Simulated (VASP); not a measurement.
# C (P4/mmm) in VASP: further runs

The runs below take C through relaxation of cell and atoms, with PBE.

All numbers are computed with VASP 6.6.1; they aren't measurements. Logs are shortened: lines on timing, memory, paths and dates and some standing lists are left out, and cuts for length are marked.

## Step 1: The cell of the first run

Symmetry: P4/mmm, No. 123, tetragonal system. The conventional cell has a = 3.445 Å, b = 3.445 Å, c = 3.697 Å, α = 90.00°, β = 90.00°, γ = 90.00°. Within 1.8 Å of C (site symmetry m2m) lie 3 C at 1.38 to 1.46 Å.

## Step 2: Relaxation of cell and atoms, PBE

The input, INCAR:

```
SYSTEM = C
  ALGO = Normal
  EDIFF = 1E-6
  EDIFFG = -0.01
  ENCUT = 600
  GGA = PE
  IBRION = 2
  ISIF = 3
  ISMEAR = 0
  LASPH = .True.
  LCHARG = .False.
  LREAL = .False.
  LWAVE = .False.
  NELM = 100
  NSW = 100
  PREC = Accurate
  SIGMA = 0.1
```

The input, KPOINTS:

```
k-points
0
Gamma
  14 14 12
  0 0 0
```

The input, POSCAR:

```
C
1.0
    3.4453514697      0.0000000000      0.0000000000
    0.0000000000      3.4453514697      0.0000000000
    0.0000000000      0.0000000000      3.6965945146
C
4
Direct
    0.0000000000      0.2999835549      0.0000000000
    0.7000164451      0.0000000000      0.0000000000
    0.2999835549      0.0000000000      0.0000000000
    0.0000000000      0.7000164451      0.0000000000
```

Potentials or basis: VASP PAW PBE potentials, release 64 (C).

Started as:

```console
> cat potpaw_PBE.64/C/POTCAR > POTCAR
> mpirun -np 1 vasp_std > vasp.out
```

OUTCAR:

```text
SYSTEM = C
   EDIFF = 1E-6
   EDIFFG = -0.01
   ENCUT = 600
   GGA = PE
   IBRION = 2
   ISIF = 3
   ISMEAR = 0
   LASPH = .True.
   LREAL = .False.
   NELM = 100
   NSW = 100
   PREC = Accurate

 ion  position               nearest neighbor table
   1  0.000  0.300  0.000-   4 1.38   3 1.46   2 1.46   4 2.07
   2  0.700  0.000  0.000-   3 1.38   1 1.46   4 1.46   3 2.07
   3  0.300  0.000  0.000-   2 1.38   1 1.46   4 1.46   2 2.07
   4  0.000  0.700  0.000-   1 1.38   2 1.46   3 1.46   1 2.07

  LATTYP: Found a simple tetragonal cell.
 ALAT       =     3.4453514697
 C/A-ratio  =     1.0729223265

  Lattice vectors:

 A1 = (   3.4453514697,   0.0000000000,   0.0000000000)
 A2 = (   0.0000000000,   3.4453514697,   0.0000000000)
 A3 = (   0.0000000000,   0.0000000000,   3.6965945146)

Analysis of symmetry for initial positions (statically):
=====================================================================
 Subroutine PRICEL returns:
 Original cell was already a primitive cell.

 Routine SETGRP: Setting up the symmetry group for a
 simple tetragonal supercell.

 Subroutine GETGRP returns: Found 16 space group operations
 (whereof 16 operations were pure point group operations)
 out of a pool of 16 trial point group operations.

The static configuration has the point symmetry D_4h.

Analysis of symmetry for dynamics (positions and initial velocities):
=====================================================================
 Subroutine PRICEL returns:
 Original cell was already a primitive cell.

 Routine SETGRP: Setting up the symmetry group for a
 simple tetragonal supercell.

 Subroutine GETGRP returns: Found 16 space group operations
 (whereof 16 operations were pure point group operations)
 out of a pool of 16 trial point group operations.

The dynamic configuration has the point symmetry D_4h.

 Subroutine INISYM returns: Found 16 space group operations
 (whereof 16 operations are pure point group operations),
 and found     1 'primitive' translations

----------------------------------------------------------------------------------------

                                     Primitive cell

  volume of cell :      43.8802

  direct lattice vectors                    reciprocal lattice vectors
     3.445351470  0.000000000  0.000000000     0.290246150  0.000000000  0.000000000
     0.000000000  3.445351470  0.000000000     0.000000000  0.290246150  0.000000000
     0.000000000  0.000000000  3.696594515     0.000000000  0.000000000  0.270519257

  length of vectors
     3.445351470  3.445351470  3.696594515     0.290246150  0.290246150  0.270519257
[... 124 lines left out ...]

--------------------------------------- Ionic step        1  -------------------------------------------

 number of electron      16.0000003 magnetization

 Free energy of the ion-electron system (eV)
  ---------------------------------------------------
  ext. energy  EPLUGINS =         0.00000000
  ---------------------------------------------------
  free energy    TOTEN  =       -34.84963319 eV

  energy without entropy =      -34.84677350  energy(sigma->0) =      -34.84820335

------------------------ aborting loop because EDIFF is reached ----------------------------------------

  FORCE on cell =-STRESS in cart. coord.  units (eV):
  Direction    XX          YY          ZZ          XY          YZ          ZX
  --------------------------------------------------------------------------------------
  -------------------------------------------------------------------------------------
  Total       -0.0355416     -0.0355416      0.1589875      0.0000000      0.0000000      0.0000000
  in kB       -1.2977138     -1.2977138      5.8050323      0.0000000      0.0000000      0.0000000
  external PRESSURE =       1.0698682 kB  Pullay stress =       0.0000000 kB
[... 95 lines left out ...]
  FREE ENERGIE OF THE ION-ELECTRON SYSTEM (eV)
  ---------------------------------------------------
  free  energy   TOTEN  =       -34.8514172604 eV

  energy  without entropy=      -34.8486011781  energy(sigma->0) =      -34.85000922

[... ionic steps 4 to 13 ...]

--------------------------------------- Ionic step       14  -------------------------------------------

 number of electron      16.0000003 magnetization

------------------------ aborting loop because EDIFF is reached ----------------------------------------
[... 71 lines left out ...]
--------------------------------------- Ionic step       16  -------------------------------------------

 number of electron      16.0000003 magnetization

 Free energy of the ion-electron system (eV)
  ---------------------------------------------------
  ext. energy  EPLUGINS =         0.00000000
  ---------------------------------------------------
  free energy    TOTEN  =       -34.86268916 eV

  energy without entropy =      -34.86147800  energy(sigma->0) =      -34.86208358

 E-fermi :   1.7010     XC(G=0):  -8.2721

 val. band max:        1.6627889574   @ k =   0.2143   0.0000   0.0000
 cond. band min:       1.7428964780   @ k =   0.1429   0.1429   0.5000
 fundamental gap:      0.0801075205
 Fermi energy:         1.7009591081

 k-point     1 :       0.0000    0.0000    0.0000
  band No.  band energies     occupation
      1     -17.3337      2.00000
      2      -9.4519      2.00000
      3      -8.8763      2.00000
      4      -7.4537      2.00000
      5      -7.4537      2.00000
      6      -4.9994      2.00000
      7      -0.9179      2.00000
      8       3.5896      0.00000
      9       5.3902      0.00000
     10       5.7538      0.00000
     11       5.7538      0.00000
     12       8.4829      0.00000
[... 331 lines left out ...]
 k-point    24 :       0.3571    0.2143    0.0000
  band No.  band energies     occupation
      1     -16.3081      2.00000
      2     -12.3572      2.00000
      3     -10.7712      2.00000
      4      -5.4740      2.00000
      5      -3.9790      2.00000
      6      -3.4437      2.00000
      7      -2.7266      2.00000
      8       0.1168      2.00000
      9       3.2647      0.00000
     10       7.2997      0.00000
     11       8.5615      0.00000
     12      10.3533      0.00000

 [... further k-points ...]

------------------------ aborting loop because EDIFF is reached ----------------------------------------

  FORCE on cell =-STRESS in cart. coord.  units (eV):
  Direction    XX          YY          ZZ          XY          YZ          ZX
  --------------------------------------------------------------------------------------
  -------------------------------------------------------------------------------------
  Total       -0.0162310     -0.0162310      0.0051170      0.0000000      0.0000000      0.0000000
  in kB       -0.5217220     -0.5217220      0.1644804      0.0000000      0.0000000      0.0000000
  external PRESSURE =      -0.2929879 kB  Pullay stress =       0.0000000 kB
[... 19 lines left out ...]
  FREE ENERGIE OF THE ION-ELECTRON SYSTEM (eV)
  ---------------------------------------------------
  free  energy   TOTEN  =       -34.8626891579 eV

  energy  without entropy=      -34.8614780025  energy(sigma->0) =      -34.86208358

 reached required accuracy - stopping structural energy minimisation
```

Run time: 8.8 min. Hardware: 1 thread of Intel Xeon Platinum 8488C (Sapphire Rapids), shared host; peak memory 0.25 GiB.

What came out:

* Free energy: -34.8627 eV
* Relaxed volume: 12.46 Å³/atom
* Relaxed cell: a = 3.445 Å, b = 3.445 Å, c = 4.199 Å, α = 90.00°, β = 90.00°, γ = 90.00°
* Space group after relaxing (to 0.1 Å): P4/mmm (No. 123)
* Energy gained by relaxing: 3.3 meV/atom
* Ionic steps: 16
* Pressure after relaxing: 0.0 GPa
* Largest force after relaxing: 0.007 eV/Å
* Band gap on the k mesh: zero (bands 8 and 9 overlap by 4.41 eV)

Forces in eV/Å, atoms in the order of the input:
```
C    0.000  0.007  0.000
C   -0.007  0.000  0.000
C    0.007  0.000  0.000
C    0.000 -0.007  0.000
```

Step by step:
```tsv
step	energy change (eV)	largest force (eV/Å)	pressure (GPa)	volume (Å³)
1	0.0000	0.3345	0.11	43.88
2	0.0464	1.8056	0.57	43.93
3	-0.0018	0.0061	0.10	43.89
4	-0.0021	0.0046	0.38	43.93
5	-0.0023	0.0024	0.99	44.01
6	-0.0024	0.0020	0.99	44.03
7	-0.0026	0.0014	0.98	44.08
8	-0.0029	0.0002	0.95	44.18
9	-0.0036	0.0021	0.92	44.38
10	-0.0049	0.0060	0.84	44.77
11	-0.0071	0.0106	0.67	45.57
12	-0.0105	0.0090	0.37	47.17
13	-0.0130	0.0313	-0.19	50.38
14	-0.0130	0.0214	-0.10	49.83
15	-0.0124	0.1962	0.40	49.97
16	-0.0131	0.0070	-0.03	49.84
```

Final structure:
```
C
1.0
     3.44523    0.00000    0.00000
     0.00000    3.44523    0.00000
     0.00000    0.00000    4.19933
C
4
Cartesian
  0.0000 1.0368 0.0000
  2.4084 0.0000 0.0000
  1.0368 0.0000 0.0000
  0.0000 2.4084 0.0000
```

Caveat: this functional lacks dispersion, which binds layers or chains, so the pressure and a relaxed spacing across them are unreliable.

## Step 3: Relaxation of cell and atoms, PBE

This run uses another cell than the first one, of 13.11 Å³/atom.

The input, INCAR:

```
ALGO = Normal
EDIFF = 1E-6
EDIFFG = -0.01
ENCUT = 600
GGA = PE
IBRION = 2
ISIF = 3
ISMEAR = 0
LASPH = T
LCHARG = F
LREAL = F
LWAVE = F
NELM = 80
NSW = 100
PREC = Accurate
SIGMA = 0.1
```

The input, KPOINTS:

```
k-points
0
Gamma
  14 14 10
```

The input, POSCAR:

```
C
1.0
    3.4446126600      0.0000000000      0.0000000000
    0.0000000000      3.4446126600      0.0000000000
    0.0000000000      0.0000000000      4.4195695725
C
4
Direct
    0.0000000000      0.3009080909      0.0000000000
    0.6990919091      0.0000000000      0.0000000000
    0.3009080909      0.0000000000      0.0000000000
    0.0000000000      0.6990919091      0.0000000000
```

Potentials or basis: VASP PAW PBE potentials, release 64 (C).

Started as:

```console
> cat potpaw_PBE.64/C/POTCAR > POTCAR
> mpirun -np 1 vasp_std > vasp.out
```

OUTCAR:

```text
EDIFF = 1E-6
   EDIFFG = -0.01
   ENCUT = 600
   GGA = PE
   IBRION = 2
   ISIF = 3
   ISMEAR = 0
   LASPH = T
   LREAL = F
   NELM = 80
   NSW = 100
   PREC = Accurate

 ion  position               nearest neighbor table
   1  0.000  0.301  0.000-   4 1.37   3 1.47   2 1.47
   2  0.699  0.000  0.000-   3 1.37   1 1.47   4 1.47
   3  0.301  0.000  0.000-   2 1.37   1 1.47   4 1.47
   4  0.000  0.699  0.000-   1 1.37   2 1.47   3 1.47

  LATTYP: Found a simple tetragonal cell.
 ALAT       =     3.4446126600
 C/A-ratio  =     1.2830381842

  Lattice vectors:

 A1 = (   3.4446126600,   0.0000000000,   0.0000000000)
 A2 = (   0.0000000000,   3.4446126600,   0.0000000000)
 A3 = (   0.0000000000,   0.0000000000,   4.4195695725)

Analysis of symmetry for initial positions (statically):
[... 391 lines left out ...]
      2      -9.3057      2.00000
      3      -8.7305      2.00000
      4      -7.3060      2.00000
      5      -7.3060      2.00000
      6      -4.8085      2.00000
      7      -0.7660      2.00000
      8       3.7669      0.00000
      9       5.6143      0.00000
     10       5.9344      0.00000
     11       5.9344      0.00000
     12       8.6333      0.00000
[... 331 lines left out ...]
 k-point    24 :       0.3571    0.2143    0.0000
  band No.  band energies     occupation
      1     -16.1635      2.00000
      2     -12.2129      2.00000
      3     -10.6253      2.00000
      4      -5.3275      2.00000
      5      -3.8292      2.00000
      6      -3.2554      2.00000
      7      -2.5763      2.00000
      8       0.3023      2.00000
      9       3.4488      0.00000
     10       7.5046      0.00000
     11       8.7139      0.00000
     12      10.5244      0.00000

 [... further k-points ...]

------------------------ aborting loop because EDIFF is reached ----------------------------------------

  FORCE on cell =-STRESS in cart. coord.  units (eV):
  Direction    XX          YY          ZZ          XY          YZ          ZX
  --------------------------------------------------------------------------------------
  -------------------------------------------------------------------------------------
  Total       -0.0237246     -0.0237246      0.0093807      0.0000000     -0.0000000      0.0000000
  in kB       -0.7806726     -0.7806726      0.3086781      0.0000000     -0.0000000      0.0000000
  external PRESSURE =      -0.4175557 kB  Pullay stress =       0.0000000 kB
[... 19 lines left out ...]
  FREE ENERGIE OF THE ION-ELECTRON SYSTEM (eV)
  ---------------------------------------------------
  free  energy   TOTEN  =       -34.8739064116 eV

  energy  without entropy=      -34.8721181259  energy(sigma->0) =      -34.87301227

 reached required accuracy - stopping structural energy minimisation
```

OSZICAR:

```text
N       E                     dE             d eps       ncg     rms          rms(c)
DAV:   1     0.638031900407E+02    0.63803E+02   -0.81764E+03  5184   0.130E+03
DAV:   2    -0.316489930253E+02   -0.95452E+02   -0.86739E+02  7560   0.230E+02
DAV:   3    -0.372668128106E+02   -0.56178E+01   -0.55460E+01  6516   0.577E+01
[... 165 lines left out ...]
       N       E                     dE             d eps       ncg     rms          rms(c)
DAV:   1    -0.348739241634E+02   -0.28642E-04   -0.88214E-04  5456   0.256E-01    0.171E-02
DAV:   2    -0.348739117318E+02    0.12432E-04   -0.26143E-05  5848   0.421E-02    0.925E-03
DAV:   3    -0.348739065143E+02    0.52175E-05   -0.16102E-05  6100   0.280E-02    0.196E-03
DAV:   4    -0.348739064116E+02    0.10269E-06   -0.47205E-07  3196   0.625E-03
  23 F= -.34873906E+02 E0= -.34873012E+02  d E =-.111086E-04
```

It took 11 min on 1 thread of Intel Xeon Platinum 8488C (Sapphire Rapids), shared host; peak memory 0.27 GiB.

Results:

| Item | Value |
| --- | --- |
| Free energy | -34.8739 eV |
| Relaxed volume | 12.17 Å³/atom |
| Relaxed cell | a = 3.445 Å, b = 3.445 Å, c = 4.104 Å, α = 90.00°, β = 90.00°, γ = 90.00° |
| Space group after relaxing (to 0.1 Å) | P4/mmm (No. 123) |
| Energy gained by relaxing | 0.6 meV/atom |
| Ionic steps | 23 |
| Pressure after relaxing | 0.0 GPa |
| Largest force after relaxing | 0.007 eV/Å |
| Band gap on the k mesh | zero (bands 8 and 9 overlap by 4.48 eV) |

Forces in eV/Å, atoms in the order of the input:
```
C    0.000 -0.007  0.000
C    0.007  0.000  0.000
C   -0.007  0.000  0.000
C    0.000  0.007  0.000
```

Stress tensor (GPa, compression positive):
```
-0.08  0.00  0.00
 0.00 -0.08  0.00
 0.00  0.00  0.03
```

The path:
| step | energy change (eV) | largest force (eV/Å) | pressure (GPa) | volume (Å³) |
| --- | --- | --- | --- | --- |
| 1 | 0.0000 | 0.0304 | -0.06 | 52.44 |
| 2 | 0.0004 | 0.1737 | -0.07 | 52.40 |
| 3 | 0.0000 | 0.0066 | -0.06 | 52.43 |
| 4 | -0.0001 | 0.0072 | -0.05 | 52.39 |
| 5 | -0.0002 | 0.0084 | -0.03 | 52.28 |
| 6 | -0.0004 | 0.0113 | 0.01 | 52.05 |
| 7 | -0.0008 | 0.0176 | 0.11 | 51.58 |
| 8 | -0.0014 | 0.0304 | 0.32 | 50.65 |
| 9 | -0.0017 | 0.0598 | 0.75 | 48.80 |
| 10 | -0.0017 | 0.0583 | 0.76 | 48.79 |
| 11 | -0.0018 | 0.0554 | 0.75 | 48.77 |
| 12 | -0.0018 | 0.0493 | 0.72 | 48.72 |
| 13 | -0.0019 | 0.0370 | 0.66 | 48.62 |
| 14 | -0.0020 | 0.0137 | 0.54 | 48.41 |
| 15 | -0.0020 | 0.0315 | 0.31 | 48.01 |
| 16 | -0.0020 | 0.0181 | 0.40 | 48.13 |
| 17 | -0.0020 | 0.0021 | 0.48 | 48.27 |
| 18 | -0.0020 | 0.0024 | 0.49 | 48.31 |
| 19 | -0.0020 | 0.0044 | 0.45 | 48.34 |
| 20 | -0.0021 | 0.0105 | 0.31 | 48.43 |
| 21 | -0.0022 | 0.0232 | 0.05 | 48.62 |
| 22 | -0.0022 | 0.0265 | -0.03 | 48.67 |
| 23 | -0.0022 | 0.0069 | -0.04 | 48.69 |

Final structure:
```
CELL_PARAMETERS angstrom
3.44457 0.00000 0.00000
0.00000 3.44457 0.00000
0.00000 0.00000 4.10365
ATOMIC_POSITIONS crystal
C 0.00000 0.30096 0.00000
C 0.69904 0.00000 0.00000
C 0.30096 0.00000 0.00000
C 0.00000 0.69904 0.00000
```

Caveat: this functional lacks dispersion, which binds layers or chains, so the pressure and a relaxed spacing across them are unreliable.

The gap in the log of VASP goes by the Fermi energy; the results here count the filled bands.